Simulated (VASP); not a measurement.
# BeTe (F-43m) in VASP: notebook

Aim: see how the results for BeTe move with the level of theory and the settings. Levels: PBEsol, PBE. Tasks: single point.

Everything below comes from runs of VASP 6.6.1. Logs are shortened: lines on timing, memory, paths and dates and some standing lists are left out, and cuts for length are marked.

**1. The cell of the first run**

It takes space group F-43m (No. 216, cubic). The conventional cell has a = 5.540 Å, b = 5.540 Å, c = 5.540 Å, α = 90.00°, β = 90.00°, γ = 90.00°. Te (site symmetry -43m) has 4 Be at 2.40 Å within 3.2 Å. Within 3.2 Å of Be (site symmetry -43m) lie 4 Te at 2.40 Å.

**2. Single point, PBEsol, non-collinear spin, zero start, spin-orbit coupling**

The input, INCAR:

```
PREC = Accurate
ENCUT = 520
EDIFF = 1E-6
ISMEAR = -1
SIGMA = 0.05
LREAL = F
LASPH = T
NELM = 150
ALGO = Normal
ISIF = 2
LWAVE = F
LCHARG = F
MAGMOM = 0 0 0 0 0 0
LORBIT = 11
LSORBIT = T
GGA_COMPAT = F
LORBMOM = T
GGA = PS
NBANDS = 20
```

The input, KPOINTS:

```
regular mesh
0
Gamma
  6 6 6
```

The input, POSCAR:

```
BeTe
1.0
    0.0000000000      2.7700000000      2.7700000000
    2.7700000000      0.0000000000      2.7700000000
    2.7700000000      2.7700000000      0.0000000000
Te Be
1 1
Direct
    0.7500000000      0.7500000000      0.7500000000
    0.0000000000      0.0000000000      0.0000000000
```

Potentials or basis: VASP PAW PBE potentials, release 64 (Te, Be).

Run with:

```bash
$ cat potpaw_PBE.64/Te/POTCAR potpaw_PBE.64/Be/POTCAR > POTCAR
$ mpirun -np 1 vasp_ncl > vasp.out
```

OUTCAR:

```text
PREC = Accurate
   ENCUT = 520
   EDIFF = 1E-6
   ISMEAR = -1
   LREAL = F
   LASPH = T
   NELM = 150
   ISIF = 2
   LORBIT = 11
   LSORBIT = T
   GGA = PS

 ion  position               nearest neighbor table
   1  0.750  0.750  0.750-   2 2.40   2 2.40   2 2.40   2 2.40
   2  0.000  0.000  0.000-   1 2.40   1 2.40   1 2.40   1 2.40

  LATTYP: Found a face centered cubic cell.
 ALAT       =     5.5400000000

  Lattice vectors:

 A1 = (   0.0000000000,   2.7700000000,   2.7700000000)
 A2 = (   2.7700000000,   0.0000000000,   2.7700000000)
 A3 = (   2.7700000000,   2.7700000000,   0.0000000000)

Analysis of symmetry for initial positions (statically):
=====================================================================
 Subroutine PRICEL returns:
 Original cell was already a primitive cell.

 Routine SETGRP: Setting up the symmetry group for a
 face centered cubic supercell.

 Subroutine GETGRP returns: Found 24 space group operations
 (whereof 24 operations were pure point group operations)
 out of a pool of 48 trial point group operations.

The static configuration has the point symmetry T_d .

Analysis of symmetry for dynamics (positions and initial velocities):
=====================================================================
 Subroutine PRICEL returns:
 Original cell was already a primitive cell.

 Routine SETGRP: Setting up the symmetry group for a
 face centered cubic supercell.

 Subroutine GETGRP returns: Found 24 space group operations
 (whereof 24 operations were pure point group operations)
 out of a pool of 48 trial point group operations.

The dynamic configuration has the point symmetry T_d .

Analysis of structural, dynamic, and magnetic symmetry:
=====================================================================
 Subroutine PRICEL returns:
 Original cell was already a primitive cell.

 Routine SETGRP: Setting up the symmetry group for a
 face centered cubic supercell.

 Subroutine GETGRP returns: Found 24 space group operations
 (whereof 24 operations were pure point group operations)
 out of a pool of 48 trial point group operations.

The overall configuration has the point symmetry T_d .

 Subroutine INISYM returns: Found 24 space group operations
 (whereof 24 operations are pure point group operations),
 and found     1 'primitive' translations

----------------------------------------------------------------------------------------

                                     Primitive cell

  volume of cell :      42.5079

  direct lattice vectors                    reciprocal lattice vectors
     0.000000000  2.770000000  2.770000000    -0.180505415  0.180505415  0.180505415
     2.770000000  0.000000000  2.770000000     0.180505415 -0.180505415  0.180505415
     2.770000000  2.770000000  0.000000000     0.180505415  0.180505415 -0.180505415

  length of vectors
     3.917371568  3.917371568  3.917371568     0.312644550  0.312644550  0.312644550

  position of ions in fractional coordinates (direct lattice)
     0.750000000  0.750000000  0.750000000
     0.000000000  0.000000000  0.000000000

  ion indices of the primitive-cell ions
   primitive index   ion index
                 1           1
                 2           2

----------------------------------------------------------------------------------------

 KPOINTS: regular mesh

Automatic generation of k-mesh.
 Grid dimensions read from file:
 generate k-points for:    6    6    6

 Generating k-lattice:

  Cartesian coordinates                     Fractional coordinates (reciprocal lattice)
    -0.030084236  0.030084236  0.030084236     0.166666667  0.000000000  0.000000000
[... 89 lines left out ...]
 maximum number of plane-waves:      2334
 NGX is ok and might be reduce to    30
   NGX = 15   NGY = 15   NGZ = 15

 number of electron       8.0000000 magnetization       0.0000000      0.0000000      0.0000000

 number of electron       8.0000000 magnetization      -0.0000000      0.0000000     -0.0000000

 number of electron       8.0000000 magnetization       0.0000000      0.0000000     -0.0000000

 Free energy of the ion-electron system (eV)
  ---------------------------------------------------
  ext. energy  EPLUGINS =         0.00000000
  ---------------------------------------------------
  free energy    TOTEN  =        -8.28145023 eV

  energy without entropy =       -8.28145021  energy(sigma->0) =       -8.28145022

 E-fermi :   6.5725     XC(G=0):  -9.3965

 val. band max:        5.8678058463   @ k =   0.0000   0.0000   0.0000
 cond. band min:       7.2976632614   @ k =   0.5000   0.5000   0.0000
 fundamental gap:      1.4298574151
 Fermi energy:         6.5724823204

 k-point     1 :       0.0000    0.0000    0.0000
  band No.  band energies     occupation
      1      -7.0923      1.00000
      2      -7.0923      1.00000
      3       4.9401      1.00000
      4       4.9401      1.00000
      5       5.8678      1.00000
      6       5.8678      1.00000
[... 495 lines left out ...]
     19      17.4558      0.00000
     20      17.9030      0.00000

------------------------ aborting loop because EDIFF is reached ----------------------------------------

  FORCE on cell =-STRESS in cart. coord.  units (eV):
  Direction    XX          YY          ZZ          XY          YZ          ZX
  --------------------------------------------------------------------------------------
  -------------------------------------------------------------------------------------
  Total        0.6998550      0.6998550      0.6998550     -0.0000000     -0.0000000     -0.0000000
  in kB       26.3784539     26.3784539     26.3784539     -0.0000000     -0.0000000     -0.0000000
  external PRESSURE =      26.3784539 kB  Pullay stress =       0.0000000 kB

 VOLUME and BASIS-vectors are now :
 -----------------------------------------------------------------------------
  energy-cutoff  :      520.00
  volume of cell :       42.51
      direct lattice vectors                 reciprocal lattice vectors
     0.000000000  2.770000000  2.770000000    -0.180505415  0.180505415  0.180505415
     2.770000000  0.000000000  2.770000000     0.180505415 -0.180505415  0.180505415
     2.770000000  2.770000000  0.000000000     0.180505415  0.180505415 -0.180505415

 POSITION                                       TOTAL-FORCE (eV/Angst)
 -----------------------------------------------------------------------------------
      4.15500      4.15500      4.15500         0.000000      0.000000      0.000000
      0.00000      0.00000      0.00000        -0.000000     -0.000000     -0.000000
 -----------------------------------------------------------------------------------
    total drift:                               -0.000000     -0.000000     -0.000000

  FREE ENERGIE OF THE ION-ELECTRON SYSTEM (eV)
  ---------------------------------------------------
  free  energy   TOTEN  =        -8.2814502316 eV

  energy  without entropy=       -8.2814502101  energy(sigma->0) =       -8.28145022

 orbital moment (x)

 # of ion     p       d       tot
 ----------------------------------------
  1        -0.000  -0.000  -0.000
  2        -0.000   0.000  -0.000
 ----------------------------------------
           -0.000  -0.000  -0.000

 orbital moment (y)

 # of ion     p       d       tot
 ----------------------------------------
  1         0.000   0.000   0.000
  2         0.000   0.000   0.000
 ----------------------------------------
            0.000   0.000   0.000

 orbital moment (z)

 # of ion     p       d       tot
 ----------------------------------------
  1         0.000  -0.000  -0.000
  2        -0.000   0.000  -0.000
 ----------------------------------------
           -0.000  -0.000  -0.000

 Spin-Orbit-Coupling matrix elements

 Ion:    1  E_soc:     -0.1725578
 l=   1
     0.0000000    -0.0286211    -0.0286211
    -0.0286211     0.0000000    -0.0286211
    -0.0286211    -0.0286211     0.0000000
 l=   2
     0.0000000    -0.0000583     0.0000000    -0.0000583    -0.0000802
    -0.0000583     0.0000000    -0.0000602    -0.0000583    -0.0000201
     0.0000000    -0.0000602     0.0000000    -0.0000602     0.0000000
    -0.0000583    -0.0000583    -0.0000602     0.0000000    -0.0000201
    -0.0000802    -0.0000201     0.0000000    -0.0000201     0.0000000
 l=   3
     0.0000000     0.0000000     0.0000000     0.0000000     0.0000000     0.0000000     0.0000000
     0.0000000     0.0000000     0.0000000     0.0000000     0.0000000     0.0000000     0.0000000
     0.0000000     0.0000000     0.0000000     0.0000000     0.0000000     0.0000000     0.0000000
     0.0000000     0.0000000     0.0000000     0.0000000     0.0000000     0.0000000     0.0000000
     0.0000000     0.0000000     0.0000000     0.0000000     0.0000000     0.0000000     0.0000000
     0.0000000     0.0000000     0.0000000     0.0000000     0.0000000     0.0000000     0.0000000
     0.0000000     0.0000000     0.0000000     0.0000000     0.0000000     0.0000000     0.0000000

 Ion:    2  E_soc:     -0.0000082
 l=   1
     0.0000000    -0.0000014    -0.0000014
    -0.0000014     0.0000000    -0.0000014
    -0.0000014    -0.0000014     0.0000000
 l=   2
     0.0000000     0.0000000     0.0000000     0.0000000     0.0000000
     0.0000000     0.0000000     0.0000000     0.0000000     0.0000000
     0.0000000     0.0000000     0.0000000     0.0000000     0.0000000
     0.0000000     0.0000000     0.0000000     0.0000000     0.0000000
     0.0000000     0.0000000     0.0000000     0.0000000     0.0000000
 l=   3
     0.0000000     0.0000000     0.0000000     0.0000000     0.0000000     0.0000000     0.0000000
     0.0000000     0.0000000     0.0000000     0.0000000     0.0000000     0.0000000     0.0000000
     0.0000000     0.0000000     0.0000000     0.0000000     0.0000000     0.0000000     0.0000000
     0.0000000     0.0000000     0.0000000     0.0000000     0.0000000     0.0000000     0.0000000
     0.0000000     0.0000000     0.0000000     0.0000000     0.0000000     0.0000000     0.0000000
     0.0000000     0.0000000     0.0000000     0.0000000     0.0000000     0.0000000     0.0000000
     0.0000000     0.0000000     0.0000000     0.0000000     0.0000000     0.0000000     0.0000000

 total charge

# of ion       s       p       d       tot
------------------------------------------
    1        1.332   2.165   0.037   3.534
    2        0.381   0.613   0.000   0.995
--------------------------------------------------
tot          1.713   2.779   0.037   4.529

 magnetization (x)

# of ion       s       p       d       tot
------------------------------------------
    1       -0.000   0.000   0.000   0.000
    2        0.000   0.000   0.000   0.000
--------------------------------------------------
tot          0.000   0.000   0.000   0.000

 magnetization (y)

# of ion       s       p       d       tot
------------------------------------------
    1        0.000   0.000   0.000   0.000
    2        0.000   0.000   0.000   0.000
--------------------------------------------------
tot          0.000   0.000   0.000   0.000

 magnetization (z)

# of ion       s       p       d       tot
------------------------------------------
    1        0.000  -0.000   0.000  -0.000
    2       -0.000  -0.000   0.000  -0.000
--------------------------------------------------
tot         -0.000  -0.000   0.000  -0.000
```

Wall time 29 s (1 thread of AMD EPYC 7R13 (Zen 3), shared host); peak memory 0.24 GiB.

What came out:

* Free energy: -8.2815 eV
* Pressure: 2.6 GPa
* Net moment: 0.00 μB per cell
* Valence electrons inside the program's atomic spheres: Te 3.53; Be 0.99

Moments on the atoms (μB; x, y, z):
```
Te  0.00 0.00 0.00
Be  0.00 0.00 0.00
```

Caveat: the PAW data sets were made with another functional, which shifts forces and pressure a little.

(Part 1 of 2 ends here.)
